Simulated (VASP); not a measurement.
# Si3Bi2Te3 (P-3m1) in VASP: notebook

Si3Bi2Te3 is run at these levels: PBE; tasks: equation of state.

Program: VASP 6.6.1. These are calculated values, not measurements. Logs are shortened: lines on timing, memory, paths and dates and some standing lists are left out, and cuts for length are marked.

## Step 1: The cell of the first run

Symmetry: P-3m1, No. 164, trigonal system. Conventional cell: a = 4.101 Å, b = 4.101 Å, c = 31.900 Å, α = 90.00°, β = 90.00°, γ = 120.00°. Within 3.1 Å of Si (site symmetry 3m) lie 4 Si at 2.37 to 2.47 Å. Within 3.1 Å of Si (site symmetry 3m) lie 4 Si at 2.37 to 2.46 Å. Within 3.2 Å of Si (site symmetry 3m) lie 3 Si at 2.46 Å and 1 Te at 2.64 Å. Bi (site symmetry 3m) has 6 Te at 3.05 to 3.35 Å and 6 Bi at 4.10 Å within 4.2 Å. Bi (site symmetry 3m) has 6 Te at 3.16 to 3.18 Å and 6 Bi at 4.10 Å within 4.2 Å. Te (site symmetry 3m) has 3 Bi at 3.05 Å and 9 Te at 3.68 to 4.10 Å within 4.2 Å. Within 4.2 Å of Te (site symmetry 3m) lie 6 Bi at 3.18 to 3.35 Å and 6 Te at 4.10 Å. Te (site symmetry 3m) has 1 Si at 2.64 Å and 3 Bi at 3.16 Å within 3.5 Å.

## Step 2: Equation of state, PBE, 29.04 Å³/atom (29.04 Å³/atom)

File INCAR:

```
ALGO = Normal
EDIFF = 1E-6
EDIFFG = -0.02
ENCUT = 520
GGA = PE
IBRION = 2
ISIF = 4
ISMEAR = 0
KPAR = 4
LASPH = T
LCHARG = F
LREAL = F
LWAVE = F
NELM = 100
NSW = 30
PREC = Accurate
SIGMA = 0.1
```

File KPOINTS:

```
k-points
0
Gamma
  8 8 1
```

File POSCAR:

```
Si3Bi2Te3
1.0
    4.1009200000      0.0000000000      0.0000000000
   -2.0504600000      3.5515010000      0.0000000000
    0.0000000000      0.0000000000     31.8997400000
Si Bi Te
6 4 6
Direct
    0.3333330000      0.6666670000      0.0109180000
    0.3333330000      0.6666670000      0.0853630000
    0.0000000000      0.0000000000      0.1064610000
    0.6666670000      0.3333330000      0.9890820000
    0.6666670000      0.3333330000      0.9146370000
    0.0000000000      0.0000000000      0.8935390000
    0.0000000000      0.0000000000      0.3954150000
    0.3333330000      0.6666670000      0.2547080000
    0.6666670000      0.3333330000      0.7452920000
    0.0000000000      0.0000000000      0.6045850000
    0.3333330000      0.6666670000      0.4558990000
    0.6666670000      0.3333330000      0.3210990000
    0.0000000000      0.0000000000      0.1893330000
    0.0000000000      0.0000000000      0.8106670000
    0.6666670000      0.3333330000      0.5441010000
    0.3333330000      0.6666670000      0.6789010000
```

Potentials or basis: VASP PAW PBE potentials, release 64 (Si, Bi_d, Te).

Started as:

```
$ cat potpaw_PBE.64/Si/POTCAR potpaw_PBE.64/Bi_d/POTCAR potpaw_PBE.64/Te/POTCAR > POTCAR
$ mpirun -np 4 vasp_std > vasp.out
```

OUTCAR:

```text
EDIFF = 1E-6
   EDIFFG = -0.02
   ENCUT = 520
   GGA = PE
   IBRION = 2
   ISIF = 4
   ISMEAR = 0
   LASPH = T
   LREAL = F
   NELM = 100
   NSW = 30
   PREC = Accurate

 ion  position               nearest neighbor table
   1  0.333  0.667  0.011-   2 2.37   4 2.47   4 2.47   4 2.47
   2  0.333  0.667  0.085-   1 2.37   3 2.46   3 2.46   3 2.46
   3  0.000  0.000  0.106-   2 2.46   2 2.46   2 2.46  13 2.64
   4  0.667  0.333  0.989-   5 2.37   1 2.47   1 2.47   1 2.47
   5  0.667  0.333  0.915-   4 2.37   6 2.46   6 2.46   6 2.46
   6  0.000  0.000  0.894-   5 2.46   5 2.46   5 2.46  14 2.64
   7  0.000  0.000  0.395-  11 3.05  11 3.05  11 3.05  12 3.35  12 3.35  12 3.35
   8  0.333  0.667  0.255-  13 3.16  13 3.16  13 3.16  12 3.18  12 3.18  12 3.18
   9  0.667  0.333  0.745-  14 3.16  14 3.16  14 3.16  16 3.18  16 3.18  16 3.18
  10  0.000  0.000  0.605-  15 3.05  15 3.05  15 3.05  16 3.35  16 3.35  16 3.35
  11  0.333  0.667  0.456-   7 3.05   7 3.05   7 3.05  15 3.68  15 3.68  15 3.68
  12  0.667  0.333  0.321-   8 3.18   8 3.18   8 3.18   7 3.35   7 3.35   7 3.35
  13  0.000  0.000  0.189-   3 2.64   8 3.16   8 3.16   8 3.16
  14  0.000  0.000  0.811-   6 2.64   9 3.16   9 3.16   9 3.16
  15  0.667  0.333  0.544-  10 3.05  10 3.05  10 3.05  11 3.68  11 3.68  11 3.68
  16  0.333  0.667  0.679-   9 3.18   9 3.18   9 3.18  10 3.35  10 3.35  10 3.35

  LATTYP: Found a hexagonal cell.
 ALAT       =     4.1009200000
 C/A-ratio  =     7.7786789306

  Lattice vectors:

 A1 = (   4.1009200000,   0.0000000000,   0.0000000000)
 A2 = (  -2.0504600000,   3.5515010000,   0.0000000000)
 A3 = (   0.0000000000,   0.0000000000,  31.8997400000)

Analysis of symmetry for initial positions (statically):
=====================================================================
 Subroutine PRICEL returns:
 Original cell was already a primitive cell.

 Routine SETGRP: Setting up the symmetry group for a
 hexagonal supercell.

 Subroutine GETGRP returns: Found 12 space group operations
 (whereof 12 operations were pure point group operations)
 out of a pool of 24 trial point group operations.

The static configuration has the point symmetry D_3d.

Analysis of symmetry for dynamics (positions and initial velocities):
=====================================================================
 Subroutine PRICEL returns:
 Original cell was already a primitive cell.

 Routine SETGRP: Setting up the symmetry group for a
 hexagonal supercell.

 Subroutine GETGRP returns: Found 12 space group operations
 (whereof 12 operations were pure point group operations)
 out of a pool of 24 trial point group operations.

The dynamic configuration has the point symmetry D_3d.

 Subroutine INISYM returns: Found 12 space group operations
 (whereof 12 operations are pure point group operations),
 and found     1 'primitive' translations

----------------------------------------------------------------------------------------

                                     Primitive cell

  volume of cell :     464.6013

  direct lattice vectors                    reciprocal lattice vectors
     4.100920000  0.000000000  0.000000000     0.243847722  0.140785544  0.000000000
    -2.050460000  3.551501000  0.000000000     0.000000000  0.281571088  0.000000000
     0.000000000  0.000000000 31.899740000     0.000000000  0.000000000  0.031348218

  length of vectors
     4.100920000  4.100920088 31.899740000     0.281571094  0.281571088  0.031348218

  position of ions in fractional coordinates (direct lattice)
     0.333333000  0.666667000  0.010918000
     0.333333000  0.666667000  0.085363000
     0.000000000  0.000000000  0.106461000
     0.666667000  0.333333000  0.989082000
     0.666667000  0.333333000  0.914637000
     0.000000000  0.000000000  0.893539000
[... 8 lines left out ...]
     0.666667000  0.333333000  0.544101000
     0.333333000  0.666667000  0.678901000

  ion indices of the primitive-cell ions
   primitive index   ion index
                 1           1
                 2           2
                 3           3
                 4           4
                 5           5
                 6           6
[... 8 lines left out ...]
                15          15
                16          16

----------------------------------------------------------------------------------------

 KPOINTS: k-points

Automatic generation of k-mesh.
 Grid dimensions read from file:
 generate k-points for:    8    8    1

 Generating k-lattice:

  Cartesian coordinates                     Fractional coordinates (reciprocal lattice)
     0.030480965  0.017598193  0.000000000     0.125000000  0.000000000  0.000000000
     0.000000000  0.035196386  0.000000000     0.000000000  0.125000000  0.000000000
     0.000000000  0.000000000  0.031348218     0.000000000  0.000000000  1.000000000

  Length of vectors
     0.035196387  0.035196386  0.031348218

  Shift w.r.t. Gamma in fractional coordinates (k-lattice)
     0.000000000  0.000000000  0.000000000

 Subroutine IBZKPT returns following result:
 ===========================================

 Found     10 irreducible k-points:

 Following reciprocal coordinates:
            Coordinates               Weight
  0.000000  0.000000  0.000000      1.000000
  0.125000  0.000000  0.000000      6.000000
  0.250000  0.000000  0.000000      6.000000
  0.375000  0.000000  0.000000      6.000000
  0.500000  0.000000  0.000000      3.000000
  0.125000  0.125000  0.000000      6.000000
  0.250000  0.125000  0.000000     12.000000
  0.375000  0.125000  0.000000     12.000000
  0.250000  0.250000  0.000000      6.000000
  0.375000  0.250000  0.000000      6.000000
   k-points           NKPTS =     10   k-points in BZ     NKDIM =     10   number of bands    NBANDS=     72
   number of dos      NEDOS =    301   number of ions     NIONS =     16
   total plane-waves  NPLWV = 216000
   dimension x,y,z NGX =    30 NGY =   30 NGZ =  240
   dimension x,y,z NGXF=    60 NGYF=   60 NGZF=  480
   ions per type =               6   4   6
   NGX,Y,Z   is equivalent  to a cutoff of  12.16, 12.16, 12.51 a.u.
   NGXF,Y,Z  is equivalent  to a cutoff of  24.32, 24.32, 25.02 a.u.
 SYSTEM =  unknown system
   PREC   = accura    normal or accurate (medium, high low for compatibility)
   ISTART =      0    job   : 0-new  1-cont  2-samecut
   ICHARG =      2    charge: 1-file 2-atom 10-const
   ISPIN  =      1    spin polarized calculation?
   LNONCOLLINEAR =      F non collinear calculations
   LSORBIT =      F    spin-orbit coupling
   LASPH  =      T    aspherical Exc in radial PAW
   ENCUT  =  520.0 eV  38.22 Ry    6.18 a.u.   7.62  7.62 59.31*2*pi/ulx,y,z
   NELM   =    100;   NELMIN=  2; NELMDL= -5     # of ELM steps
   EDIFF  = 0.1E-05   stopping-criterion for ELM
   LREAL  =      F    real-space projection
   EDIFFG = -.2E-01   stopping-criterion for IOM
   NSW    =     30    number of steps for IOM
   IBRION =      2    ionic relax: 0-MD 1-quasi-New 2-CG
   NFREE  =      1    steps in history (QN), initial steepest desc. (CG)
   ISIF   =      4    stress and relaxation
   ISYM   =      2    0-nonsym 1-usesym 2-fastsym
   POTIM  = 0.5000    time-step for ionic-motion
   TEBEG  =    0.0;   TEEND  =   0.0 temperature during run
   PSTRESS=    0.0 pullay stress
   NELECT =     120.0000    total number of electrons
   NUPDOWN=      -1.0000    fix difference up-down
   EMIN   =  10.00;   EMAX   =-10.00  energy-range for DOS
   EFERMI =   0.00;   METHOD = LEGACY
   ISMEAR =     0;   SIGMA  =   0.10  broadening in eV -4-tet -1-fermi 0-gaus
   EFERMI_NEDOS =   21; number of points for ismear=-14 and -15
   IALGO  =     38    algorithm
   IMIX   =      4    mixing-type and parameters
     AMIX     =   0.40;   BMIX     =  1.00
     AMIX_MAG =   1.60;   BMIX_MAG =  1.00
  volume/ion in A,a.u.               =      29.04       195.96
  Fermi-wavevector in a.u.,A,eV,Ry     =   1.042578  1.970186 14.789102  1.086968
  Thomas-Fermi vector in A             =   2.177249
   LORBIT       =      0    0 simple, 1 ext, 2 COOP (PROOUT), +10 PAW based schemes
   GGA     = PE    functional components
   LHFCALC =     F    Hartree Fock is set to
   AEXX    =    0.0000 exact exchange contribution
   IVDW    =     0    specifies the selected vdW correction
   LEPSILON=     F    determine dielectric tensor
   LRPA    =     F    only Hartree local field effects (RPA)
 conjugate gradient relaxation of ions
 non-spin polarized calculation
 Gauss-broadening in eV      SIGMA  =   0.10
  energy-cutoff  :      520.00
  volume of cell :      464.60
 maximum number of plane-waves:     12569
   NGX = 15   NGY = 15   NGZ =119

 number of electron     120.0000023 magnetization

 Free energy of the ion-electron system (eV)
  ---------------------------------------------------
  ext. energy  EPLUGINS =         0.00000000
  ---------------------------------------------------
  free energy    TOTEN  =       -66.71696631 eV

  energy without entropy =      -66.68439979  energy(sigma->0) =      -66.70068305

 E-fermi :   6.3323     XC(G=0):  -9.3327

 val. band max:        6.3103643766   @ k =   0.2500   0.1250   0.0000
 cond. band min:       6.3330202072   @ k =   0.2500   0.0000   0.0000
 fundamental gap:      0.0226558306
 Fermi energy:         6.3322518284

 k-point     1 :       0.0000    0.0000    0.0000
  band No.  band energies     occupation
      1     -17.0768      2.00000
      2     -17.0768      2.00000
      3     -17.0599      2.00000
      4     -17.0599      2.00000
      5     -17.0599      2.00000
      6     -17.0599      2.00000
[... 64 lines left out ...]
     71       8.2367      0.00000
     72       8.2381      0.00000

 k-point     2 :       0.1250    0.0000    0.0000
  band No.  band energies     occupation
      1     -17.0747      2.00000
      2     -17.0747      2.00000
      3     -17.0626      2.00000
      4     -17.0625      2.00000
      5     -17.0598      2.00000
      6     -17.0598      2.00000
[... 592 lines left out ...]
 k-point    10 :       0.3750    0.2500    0.0000
  band No.  band energies     occupation
      1     -17.0737      2.00000
      2     -17.0737      2.00000
      3     -17.0678      2.00000
      4     -17.0678      2.00000
      5     -17.0610      2.00000
      6     -17.0610      2.00000
[... 64 lines left out ...]
     71       9.0705      0.00000
     72       9.2534      0.00000

------------------------ aborting loop because EDIFF is reached ----------------------------------------

  FORCE on cell =-STRESS in cart. coord.  units (eV):
  Direction    XX          YY          ZZ          XY          YZ          ZX
  --------------------------------------------------------------------------------------
  -------------------------------------------------------------------------------------
  Total        0.0476546      0.0476546      0.0279056      0.0000000      0.0000000      0.0000000
  in kB        0.1643370      0.1643370      0.0962325      0.0000000      0.0000000      0.0000000
  external PRESSURE =       0.1416355 kB  Pullay stress =       0.0000000 kB

 VOLUME and BASIS-vectors are now :
 -----------------------------------------------------------------------------
  energy-cutoff  :      520.00
  volume of cell :      464.60
      direct lattice vectors                 reciprocal lattice vectors
     4.100920000  0.000000000  0.000000000     0.243847722  0.140785544  0.000000000
    -2.050460000  3.551501000  0.000000000     0.000000000  0.281571088  0.000000000
     0.000000000  0.000000000 31.899740000     0.000000000  0.000000000  0.031348218

 POSITION                                       TOTAL-FORCE (eV/Angst)
 -----------------------------------------------------------------------------------
     -0.00000      2.36767      0.34828         0.000000      0.000000     -0.004387
     -0.00000      2.36767      2.72306         0.000000      0.000000     -0.001954
      0.00000      0.00000      3.39608         0.000000      0.000000      0.004562
      2.05046      1.18383     31.55146        -0.000000      0.000000      0.004387
      2.05046      1.18383     29.17668         0.000000     -0.000000      0.001954
      0.00000      0.00000     28.50366         0.000000     -0.000000     -0.004562
[... 8 lines left out ...]
      2.05046      1.18383     17.35668         0.000000      0.000000      0.005716
     -0.00000      2.36767     21.65677         0.000000      0.000000      0.005320
 -----------------------------------------------------------------------------------
    total drift:                                0.000000      0.000000      0.000000

  FREE ENERGIE OF THE ION-ELECTRON SYSTEM (eV)
  ---------------------------------------------------
  free  energy   TOTEN  =       -66.7169663066 eV

  energy  without entropy=      -66.6843997935  energy(sigma->0) =      -66.70068305

 reached required accuracy - stopping structural energy minimisation
```

It took 4.2 min on 4 MPI ranks of Intel Xeon Platinum 8259CL at 2.50GHz (Skylake/Cascade Lake), shared host; peak memory 0.66 GiB.

What came out:

* Free energy: -66.7170 eV
* Pressure: 0.0 GPa
* Largest force: 0.007 eV/Å
* Band gap on the k mesh: zero (bands 60 and 61 overlap by 0.90 eV)

Caveat: spin-orbit coupling is left out, which moves the levels of the heavy elements.

## Step 3: Equation of state, PBE, 28.17 Å³/atom (28.17 Å³/atom)

INCAR is that of step 2.

KPOINTS is that of step 2.

Changes to POSCAR since step 2:

```diff
@@ -2,5 +2,5 @@
 1.0
-    4.1009200000      0.0000000000      0.0000000000
-   -2.0504600000      3.5515010000      0.0000000000
-    0.0000000000      0.0000000000     31.8997400000
+    4.0594937334      0.0000000000      0.0000000000
+   -2.0297468667      3.5156247997      0.0000000000
+    0.0000000000      0.0000000000     31.5774983725
 Si Bi Te
```

Potentials or basis: VASP PAW PBE potentials, release 64 (Si, Bi_d, Te).

Started as:

```
$ cat potpaw_PBE.64/Si/POTCAR potpaw_PBE.64/Bi_d/POTCAR potpaw_PBE.64/Te/POTCAR > POTCAR
$ mpirun -np 4 vasp_std > vasp.out
```

Wall time 25 min (4 MPI ranks of Intel Xeon Platinum 8259CL at 2.50GHz (Skylake/Cascade Lake), shared host); peak memory 0.72 GiB.

The run converged. Its results:

```
Free energy            : -66.6529 eV
Pressure               : 1.4 GPa
Largest force          : 0.017 eV/Å
Band gap on the k mesh : zero (bands 60 and 61 overlap by 0.97 eV)
```

Caveat: spin-orbit coupling is left out, which moves the levels of the heavy elements.
